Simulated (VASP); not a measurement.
Write the native input for VASP 6.6.1 that does the following.

```
Task                   : single point
Functional             : PBE
Potentials or basis    : VASP PAW PBE potentials, release 64 (Sc_sv, B, N)
Cutoff                 : 520 eV
k mesh                 : 6 × 6 × 2
Occupations            : gaussian, width 0.1 eV
Spin                   : collinear spin, ferromagnetic start
Starting moments       : [0.0, 0.0, 0.0, 0.0, 0.0, 1.0] μB
Dipole correction      : no
Further INCAR settings : ALGO = Normal; EDIFF = 1e-06; NBANDS = 35
```

The structure of Sc3B2N lies in POSCAR:

```
Sc3B2N
1.0
    5.3151119332     -0.0000000044      0.0000000000
   -2.6575559627      4.6030219603      0.0000000000
    0.0000000000      0.0000000000      7.2809529063
Sc B N
3 2 1
Direct
    0.3333333333      0.6666666667      0.0000000000
    0.6666666667      0.3333333333      0.0000000000
    0.0000000000      0.0000000000      0.0000000000
    0.0000000000      0.0000000000      0.6818054822
    0.0000000000      0.0000000000      0.3181945178
    0.0000000000      0.0000000000      0.5000000000
```

The cell was built from a structure type or drawn by symmetry, and may not be a known phase.

The input as run:

INCAR

```
SYSTEM = Sc3B2N
PREC = Accurate ; ENCUT = 520
EDIFF = 1E-6 ; ISMEAR = 0
SIGMA = 0.1 ; LREAL = .FALSE.
LASPH = .TRUE. ; NELM = 150
ALGO = Normal ; ISIF = 2
LWAVE = .FALSE. ; LCHARG = .FALSE.
ISPIN = 2 ; MAGMOM = 0 0 0 0 0 1
LORBIT = 11 ; LMAXMIX = 4
GGA = PE ; NBANDS = 35
```

KPOINTS

```
Automatic mesh
0
G
  6 6 2
  0 0 0
```

Potentials or basis: VASP PAW PBE potentials, release 64 (Sc_sv, B, N).

Command:

```console
$ cat potpaw_PBE.64/Sc_sv/POTCAR potpaw_PBE.64/B/POTCAR potpaw_PBE.64/N/POTCAR > POTCAR
$ mpirun -np 1 vasp_std > vasp.out
```

Results of the run:

```json
{
 "Pressure": "0.0 GPa",
 "Largest force": "0.016 eV/Å",
 "Band gap on the k mesh": "zero (filled and empty bands overlap)",
 "Net moment": "0.00 μB per cell",
 "Valence electrons inside the program's atomic spheres": "Sc 9.39, 9.63 (each value once); B 1.90; N 3.97"
}
```

Caveat: the k points lie up to 0.43 Å⁻¹ apart, too coarse for converged energies and pressures of a metal.

Wall time 100 s on 1 thread of Intel(R) Xeon(R) 6975P-C (Granite Rapids), with other jobs on the host, peak memory 0.41 GiB.
